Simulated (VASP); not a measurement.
Input of a VASP 6.6.1 run:

Contents of INCAR:

```
SYSTEM = TiO2
  PREC = Accurate
  ENCUT = 520
  EDIFF = 1E-7
  ISMEAR = -1
  SIGMA = 0.05
  LREAL = .FALSE.
  LASPH = .TRUE.
  NELM = 100
  ALGO = Normal
  ISIF = 2
  LWAVE = .FALSE.
  LCHARG = .FALSE.
  GGA = PE
  NBANDS = 60
```

The input KPOINTS:

```
regular mesh
0
G
  6 6 6
  0 0 0
```

POSCAR

```
TiO2
1.0
   -4.3507577183      4.3507577183      1.8875555959
    4.3507577183     -4.3507577183      1.8875555959
    4.3507577183      4.3507577183     -1.8875555959
Ti O
4 8
Direct
    0.2922817050      0.9971447550      0.2894264600
    0.0028552450      0.2922817050      0.2951369500
    0.9971447550      0.7077182950      0.7048630500
    0.7077182950      0.0028552450      0.7105735400
    0.4988638250      0.8492152850      0.3480791100
    0.1616620200      0.1596026000      0.3212646200
    0.1507847150      0.4988638250      0.6496485400
    0.1596026000      0.8383379800      0.9979405800
    0.8403974000      0.1616620200      0.0020594200
    0.8492152850      0.5011361750      0.3503514600
    0.8383379800      0.8403974000      0.6787353800
    0.5011361750      0.1507847150      0.6519208900
```

Potentials or basis: VASP PAW PBE potentials, release 64 (Ti_sv, O).

Run with:

```bash
$ cat potpaw_PBE.64/Ti_sv/POTCAR potpaw_PBE.64/O/POTCAR > POTCAR
$ mpirun -np 1 vasp_std > vasp.out
```

Question: What does it give for the pressure?

Answer: 3.8 GPa.

Question: Predict the band gap on the k mesh.

Answer: 1.62 eV (least direct gap 2.31 eV).

Question: Estimate the largest force.

Answer: 0.111 eV/Å.

Stress tensor (GPa, compression positive):
```
3.74 0.00 0.00
0.00 3.74 0.00
0.00 0.00 3.93
```

Caveat: the cell stands under pressure. A k mesh can miss the band edges.
